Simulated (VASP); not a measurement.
# MnO2 (P6_3/mmc) in VASP: settings compared

MnO2 is run at these levels: PBEsol, r2SCAN; tasks: single point.

All numbers are computed with VASP 6.6.1; they aren't measurements. Logs are shortened: lines on timing, memory, paths and dates and some standing lists are left out, and cuts for length are marked.

## (1) The cell of the first run

Symmetry: P6_3/mmc, No. 194, hexagonal system. The conventional cell has a = 2.840 Å, b = 2.840 Å, c = 11.143 Å, α = 90.00°, β = 90.00°, γ = 120.00°. Within 2.5 Å of Mn (site symmetry -3m) lie 6 O at 1.89 Å. O (site symmetry 3m) has 3 Mn at 1.89 Å and 3 O at 2.51 Å within 2.6 Å.

## (2) Single point, PBEsol, collinear spin, ferromagnetic start

INCAR

```
PREC = Accurate
ENCUT = 700
EDIFF = 1E-6
ISMEAR = -1
SIGMA = 0.05
LREAL = False
LASPH = True
NELM = 200
ALGO = Normal
ISIF = 2
LWAVE = False
LCHARG = False
ISPIN = 2
MAGMOM = 4 4 0 0 0 0
LORBIT = 11
LMAXMIX = 4
GGA = PS
NBANDS = 40
GGA_COMPAT = False
```

KPOINTS

```
regular mesh
0
Gamma
  11 11 3
```

POSCAR

```
MnO2
1.0
    2.8398596653      0.0000000000      0.0000000000
   -1.4199298326      2.4593906134      0.0000000000
    0.0000000000      0.0000000000     11.1425532182
Mn O
2 4
Direct
    0.0000000000      0.0000000000      0.5000000000
    0.0000000000      0.0000000000      0.0000000000
    0.6666666667      0.3333333333      0.4147376014
    0.6666666667      0.3333333333      0.0852623986
    0.3333333333      0.6666666667      0.5852623986
    0.3333333333      0.6666666667      0.9147376014
```

Potentials or basis: VASP PAW PBE potentials, release 64 (Mn_sv, O).

Run with:

```bash
cat potpaw_PBE.64/Mn_sv/POTCAR potpaw_PBE.64/O/POTCAR > POTCAR
mpirun -np 1 vasp_std > vasp.out
```

OUTCAR:

```text
PREC = Accurate
   ENCUT = 700
   EDIFF = 1E-6
   ISMEAR = -1
   LREAL = False
   LASPH = True
   NELM = 200
   ISIF = 2
   ISPIN = 2
   LORBIT = 11
   GGA = PS

 ion  position               nearest neighbor table
   1  0.000  0.000  0.500-   3 1.89   5 1.89   3 1.89   5 1.89   3 1.89   5 1.89
   2  0.000  0.000  0.000-   4 1.89   6 1.89   4 1.89   6 1.89   4 1.89   6 1.89
   3  0.667  0.333  0.415-   1 1.89   1 1.89   1 1.89
   4  0.667  0.333  0.085-   2 1.89   2 1.89   2 1.89
   5  0.333  0.667  0.585-   1 1.89   1 1.89   1 1.89
   6  0.333  0.667  0.915-   2 1.89   2 1.89   2 1.89

  LATTYP: Found a hexagonal cell.
 ALAT       =     2.8398596653
 C/A-ratio  =     3.9236281125

  Lattice vectors:

 A1 = (   2.8398596653,   0.0000000000,   0.0000000000)
 A2 = (  -1.4199298326,   2.4593906134,   0.0000000000)
 A3 = (   0.0000000000,   0.0000000000,  11.1425532182)

Analysis of symmetry for initial positions (statically):
=====================================================================
 Subroutine PRICEL returns:
 Original cell was already a primitive cell.

 Routine SETGRP: Setting up the symmetry group for a
 hexagonal supercell.

 Subroutine GETGRP returns: Found 24 space group operations
 (whereof 12 operations were pure point group operations)
 out of a pool of 24 trial point group operations.

The static configuration has the point symmetry D_3d.
 The point group associated with its full space group is D_6h.

Analysis of symmetry for dynamics (positions and initial velocities):
=====================================================================
 Subroutine PRICEL returns:
 Original cell was already a primitive cell.

 Routine SETGRP: Setting up the symmetry group for a
 hexagonal supercell.

 Subroutine GETGRP returns: Found 24 space group operations
 (whereof 12 operations were pure point group operations)
 out of a pool of 24 trial point group operations.

The dynamic configuration has the point symmetry D_3d.
 The point group associated with its full space group is D_6h.

Analysis of structural, dynamic, and magnetic symmetry:
=====================================================================
 Subroutine PRICEL returns:
 Original cell was already a primitive cell.

 Routine SETGRP: Setting up the symmetry group for a
 hexagonal supercell.

 Subroutine GETGRP returns: Found 24 space group operations
 (whereof 12 operations were pure point group operations)
 out of a pool of 24 trial point group operations.

The overall configuration has the point symmetry D_3d.
 The point group associated with its full space group is D_6h.

 Subroutine INISYM returns: Found 24 space group operations
 (whereof 12 operations are pure point group operations),
 and found     1 'primitive' translations

----------------------------------------------------------------------------------------

                                     Primitive cell

  volume of cell :      77.8232

  direct lattice vectors                    reciprocal lattice vectors
     2.839859665  0.000000000  0.000000000     0.352130076  0.203302394  0.000000000
    -1.419929833  2.459390613  0.000000000     0.000000000  0.406604788  0.000000000
     0.000000000  0.000000000 11.142553218     0.000000000  0.000000000  0.089746038

  length of vectors
     2.839859665  2.839859665 11.142553218     0.406604788  0.406604788  0.089746038

  position of ions in fractional coordinates (direct lattice)
     0.000000000  0.000000000  0.500000000
     0.000000000  0.000000000  0.000000000
     0.666666667  0.333333333  0.414737601
     0.666666667  0.333333333  0.085262399
     0.333333333  0.666666667  0.585262399
     0.333333333  0.666666667  0.914737601

  ion indices of the primitive-cell ions
   primitive index   ion index
                 1           1
                 2           2
                 3           3
                 4           4
                 5           5
                 6           6

----------------------------------------------------------------------------------------

 KPOINTS: regular mesh

Automatic generation of k-mesh.
 Grid dimensions read from file:
 generate k-points for:   11   11    3

 Generating k-lattice:

  Cartesian coordinates                     Fractional coordinates (reciprocal lattice)
     0.032011825  0.018482036  0.000000000     0.090909091  0.000000000  0.000000000
     0.000000000  0.036964072  0.000000000     0.000000000  0.090909091  0.000000000
     0.000000000  0.000000000  0.029915346     0.000000000  0.000000000  0.333333333

  Length of vectors
     0.036964072  0.036964072  0.029915346

  Shift w.r.t. Gamma in fractional coordinates (k-lattice)
     0.000000000  0.000000000  0.000000000

 Subroutine IBZKPT returns following result:
 ===========================================

 Found     32 irreducible k-points:

 Following reciprocal coordinates:
            Coordinates               Weight
  0.000000  0.000000  0.000000      1.000000
  0.090909 -0.000000  0.000000      6.000000
  0.181818  0.000000  0.000000      6.000000
  0.272727  0.000000  0.000000      6.000000
  0.363636  0.000000  0.000000      6.000000
  0.454545  0.000000  0.000000      6.000000
[... 16 lines left out ...]
  0.090909  0.090909  0.333333     12.000000
  0.181818  0.090909  0.333333     24.000000
 [... further k-points ...]
   k-points           NKPTS =     32   k-points in BZ     NKDIM =     32   number of bands    NBANDS=     40
   number of dos      NEDOS =    301   number of ions     NIONS =      6
   total plane-waves  NPLWV =  75264
   dimension x,y,z NGX =    28 NGY =   28 NGZ =   96
   dimension x,y,z NGXF=    56 NGYF=   56 NGZF=  192
   ions per type =               2   4
   NGX,Y,Z   is equivalent  to a cutoff of  16.39, 16.39, 14.32 a.u.
   NGXF,Y,Z  is equivalent  to a cutoff of  32.78, 32.78, 28.65 a.u.
 SYSTEM =  unknown system
   PREC   = accura    normal or accurate (medium, high low for compatibility)
   ISTART =      0    job   : 0-new  1-cont  2-samecut
   ICHARG =      2    charge: 1-file 2-atom 10-const
   ISPIN  =      2    spin polarized calculation?
   LNONCOLLINEAR =      F non collinear calculations
   LSORBIT =      F    spin-orbit coupling
   LASPH  =      T    aspherical Exc in radial PAW
   ENCUT  =  700.0 eV  51.45 Ry    7.17 a.u.   6.13  6.13 24.04*2*pi/ulx,y,z
   NELM   =    200;   NELMIN=  2; NELMDL= -5     # of ELM steps
   EDIFF  = 0.1E-05   stopping-criterion for ELM
   LREAL  =      F    real-space projection
   EDIFFG = 0.1E-04   stopping-criterion for IOM
   NSW    =      0    number of steps for IOM
   IBRION =     -1    ionic relax: 0-MD 1-quasi-New 2-CG
   NFREE  =      0    steps in history (QN), initial steepest desc. (CG)
   ISIF   =      2    stress and relaxation
   ISYM   =      2    0-nonsym 1-usesym 2-fastsym
   POTIM  = 0.5000    time-step for ionic-motion
   TEBEG  =    0.0;   TEEND  =   0.0 temperature during run
   PSTRESS=    0.0 pullay stress
   NELECT =      54.0000    total number of electrons
   NUPDOWN=      -1.0000    fix difference up-down
   EMIN   =  10.00;   EMAX   =-10.00  energy-range for DOS
   EFERMI =   0.00;   METHOD = LEGACY
   ISMEAR =    -1;   SIGMA  =   0.05  broadening in eV -4-tet -1-fermi 0-gaus
   EFERMI_NEDOS =   21; number of points for ismear=-14 and -15
   IALGO  =     38    algorithm
   IMIX   =      4    mixing-type and parameters
     AMIX     =   0.40;   BMIX     =  1.00
     AMIX_MAG =   1.60;   BMIX_MAG =  1.00
  volume/ion in A,a.u.               =      12.97        87.53
  Fermi-wavevector in a.u.,A,eV,Ry     =   1.449338  2.738852 28.580139  2.100581
  Thomas-Fermi vector in A             =   2.567076
   LORBIT       =     11    0 simple, 1 ext, 2 COOP (PROOUT), +10 PAW based schemes
   GGA     = PS    functional components
   LHFCALC =     F    Hartree Fock is set to
   AEXX    =    0.0000 exact exchange contribution
   IVDW    =     0    specifies the selected vdW correction
   LEPSILON=     F    determine dielectric tensor
   LRPA    =     F    only Hartree local field effects (RPA)
 spin polarized calculation
  energy-cutoff  :      700.00
  volume of cell :       77.82
 maximum number of plane-waves:      3310
 NGX is ok and might be reduce to    28
   NGX = 13   NGY = 13   NGZ = 49

 number of electron      54.0000008 magnetization       5.9999550

 Free energy of the ion-electron system (eV)
  ---------------------------------------------------
  ext. energy  EPLUGINS =         0.00000000
  ---------------------------------------------------
  free energy    TOTEN  =       -50.53838871 eV

  energy without entropy =      -50.53837029  energy(sigma->0) =      -50.53837950

 E-fermi :   2.7595     XC(G=0):  -9.6198

 val. band max:        2.3365303251   @ k =   0.0909  -0.0000   0.0000
 cond. band min:       3.1404325257   @ k =   0.0000   0.0000   0.0000
 fundamental gap:      0.8039022007
 Fermi energy:         2.7594758531

 spin component 1

 k-point     1 :       0.0000    0.0000    0.0000
  band No.  band energies     occupation
      1     -78.9379      1.00000
      2     -78.9379      1.00000
      3     -47.7049      1.00000
      4     -47.7049      1.00000
      5     -47.7047      1.00000
      6     -47.7047      1.00000
[... 31 lines left out ...]
     38      12.4695      0.00000
     39      13.6552      0.00000

 k-point     2 :       0.0909   -0.0000    0.0000
  band No.  band energies     occupation
      1     -78.9363      1.00000
      2     -78.9363      1.00000
      3     -47.7191      1.00000
      4     -47.7190      1.00000
      5     -47.7079      1.00000
      6     -47.7079      1.00000
[... 913 lines left out ...]
     38      13.2302      0.00000
     39      14.7816      0.00000

 k-point    24 :       0.1818    0.0909    0.3333
  band No.  band energies     occupation
      1     -78.9282      1.00000
      2     -78.9282      1.00000
      3     -47.7863      1.00000
      4     -47.7863      1.00000
      5     -47.7270      1.00000
      6     -47.7270      1.00000
[... 31 lines left out ...]
     38      14.1013      0.00000
     39      15.6273      0.00000

 [... further k-points ...]

 spin component 2

 k-point     1 :       0.0000    0.0000    0.0000
  band No.  band energies     occupation
      1     -75.7894      1.00000
      2     -75.7894      1.00000
      3     -44.6765      1.00000
      4     -44.6765      1.00000
      5     -44.6764      1.00000
      6     -44.6764      1.00000
[... 31 lines left out ...]
     38      12.9651      0.00000
     39      14.1227      0.00000

 k-point     2 :       0.0909   -0.0000    0.0000
  band No.  band energies     occupation
      1     -75.7875      1.00000
      2     -75.7875      1.00000
      3     -44.6934      1.00000
      4     -44.6934      1.00000
      5     -44.6802      1.00000
      6     -44.6802      1.00000
[... 913 lines left out ...]
     38      13.6895      0.00000
     39      15.2705      0.00000

 k-point    24 :       0.1818    0.0909    0.3333
  band No.  band energies     occupation
      1     -75.7783      1.00000
      2     -75.7783      1.00000
      3     -44.7730      1.00000
      4     -44.7730      1.00000
      5     -44.7022      1.00000
      6     -44.7022      1.00000
[... 31 lines left out ...]
     38      14.5443      0.00000
     39      16.1374      0.00000

 [... further k-points ...]

 [bands above 39 left out]

------------------------ aborting loop because EDIFF is reached ----------------------------------------

  FORCE on cell =-STRESS in cart. coord.  units (eV):
  Direction    XX          YY          ZZ          XY          YZ          ZX
  --------------------------------------------------------------------------------------
  -------------------------------------------------------------------------------------
  Total       -0.1363295     -0.1363295     -0.2263995     -0.0000000      0.0000000     -0.0000000
  in kB       -2.8066688     -2.8066688     -4.6609758     -0.0000000      0.0000000     -0.0000000
  external PRESSURE =      -3.4247711 kB  Pullay stress =       0.0000000 kB

 VOLUME and BASIS-vectors are now :
 -----------------------------------------------------------------------------
  energy-cutoff  :      700.00
  volume of cell :       77.82
      direct lattice vectors                 reciprocal lattice vectors
     2.839859665  0.000000000  0.000000000     0.352130076  0.203302394  0.000000000
    -1.419929833  2.459390613  0.000000000     0.000000000  0.406604788  0.000000000
     0.000000000  0.000000000 11.142553218     0.000000000  0.000000000  0.089746038

 POSITION                                       TOTAL-FORCE (eV/Angst)
 -----------------------------------------------------------------------------------
      0.00000      0.00000      5.57128        -0.000000      0.000000     -0.000000
      0.00000      0.00000      0.00000        -0.000000      0.000000     -0.000000
      1.41993      0.81980      4.62124         0.000000     -0.000000      0.013060
      1.41993      0.81980      0.95004         0.000000     -0.000000     -0.013060
     -0.00000      1.63959      6.52132        -0.000000      0.000000     -0.013060
     -0.00000      1.63959     10.19251        -0.000000      0.000000      0.013060
 -----------------------------------------------------------------------------------
    total drift:                               -0.000000     -0.000000      0.000000

  FREE ENERGIE OF THE ION-ELECTRON SYSTEM (eV)
  ---------------------------------------------------
  free  energy   TOTEN  =       -50.5383887072 eV

  energy  without entropy=      -50.5383702884  energy(sigma->0) =      -50.53837950

 total charge

# of ion       s       p       d       tot
------------------------------------------
    1        2.211   6.117   4.470  12.798
    2        2.211   6.117   4.470  12.798
    3        1.573   3.412   0.000   4.984
    4        1.573   3.412   0.000   4.984
    5        1.573   3.412   0.000   4.984
    6        1.573   3.412   0.000   4.984
--------------------------------------------------
tot         10.713  25.880   8.941  45.534

 magnetization (x)

# of ion       s       p       d       tot
------------------------------------------
    1        0.024   0.018   2.669   2.711
    2        0.024   0.018   2.669   2.711
    3        0.004   0.044   0.000   0.048
    4        0.004   0.044   0.000   0.048
    5        0.004   0.044   0.000   0.048
    6        0.004   0.044   0.000   0.048
--------------------------------------------------
tot          0.062   0.212   5.338   5.612
```

Run time: 5.3 min. Hardware: 1 thread of Intel Xeon 6975P-C (Granite Rapids), shared host; peak memory 0.42 GiB.

Results:

- Free energy: -50.5384 eV
- Pressure: -0.3 GPa
- Largest force: 0.013 eV/Å
- Band gap on the k mesh: 0.80 eV (least direct gap 0.84 eV)
- Net moment: 6.00 μB per cell
- Site moments: Mn +2.71; O +0.05 μB
- Valence electrons inside the program's atomic spheres: Mn 12.80; O 4.98

Forces on the atoms (eV/Å):
```
Mn   0.000  0.000  0.000
Mn   0.000  0.000  0.000
O    0.000  0.000  0.013
O    0.000  0.000 -0.013
O    0.000  0.000 -0.013
O    0.000  0.000  0.013
```

Stress tensor (GPa, compression positive):
```
-0.28  0.00  0.00
 0.00 -0.28  0.00
 0.00  0.00 -0.47
```

Levels at points of the mesh, in eV from the valence-band top:
Spin up:
| k point | band 28 | band 29 | band 30 | band 31 | band 32 | band 33 |
| --- | --- | --- | --- | --- | --- | --- |
| (0.00, 0.00, 0.00) | -1.44 | -0.17 | -0.04 | 3.00 | 3.00 | 3.00 |
Spin down:
| k point | band 20 | band 21 | band 22 | band 23 | band 24 | band 25 | band 26 | band 27 | band 28 | band 29 |
| --- | --- | --- | --- | --- | --- | --- | --- | --- | --- | --- |
| (0.00, 0.00, 0.00) | -1.52 | -1.35 | -1.35 | -1.34 | -1.34 | 0.80 | 0.80 | 0.80 | 0.80 | 2.49 |

Caveat: the PAW data sets were made with another functional, which shifts forces and pressure a little; the run started ferromagnetic, and an antiferromagnetic order may lie lower in energy. A k mesh can miss the band edges.

(Continued in part 2 of 2.)
